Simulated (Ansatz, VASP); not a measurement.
## SrTiO3 in VASP and in Ansatz

```
Sr Ti O
1.0
     4.06554    0.00000    0.00000
     0.00000    4.06554    0.00000
     0.00000    0.00000    3.87869
Sr Ti O
1 1 3
Direct
  0.00000 0.00000 0.00000
  0.50000 0.50000 0.50000
  0.50000 0.00000 0.50000
  0.50000 0.50000 0.00000
  0.00000 0.50000 0.50000
```

Alike in both runs: task single point; functional PBE; k mesh 8 × 8 × 8; occupations gaussian, width 0.02 eV; no spin polarisation; Hubbard terms Ti d U = 4.0 eV.

|  | VASP | Ansatz |
| --- | --- | --- |
| version | VASP 6.6.1 | Ansatz 0.2.0 |
| potentials or method | VASP PAW PBE potentials, release 64 (Sr_sv, Ti_sv, O), cutoff 520 eV | scalar-relativistic, plane waves, PAW |
| valence electrons in the cell | 40 | 40 |

VASP gave:

```
gap on the k mesh at the Fermi level (eV)                     : 2.16
least direct gap on the mesh (eV)                             : 2.60
pressure (GPa)                                                : -3.5
traceless stress, the component that is largest in VASP (GPa) : 6.68
```

Question: Which values does Ansatz return?

Answer: gap on the k mesh at the Fermi level (eV): 2.18; least direct gap on the mesh (eV): 2.62; pressure (GPa): -5.9; traceless stress, the component that is largest in VASP (GPa): 5.88.

The programs project onto different local orbitals, so the same U acts differently, and such runs can settle in different states.
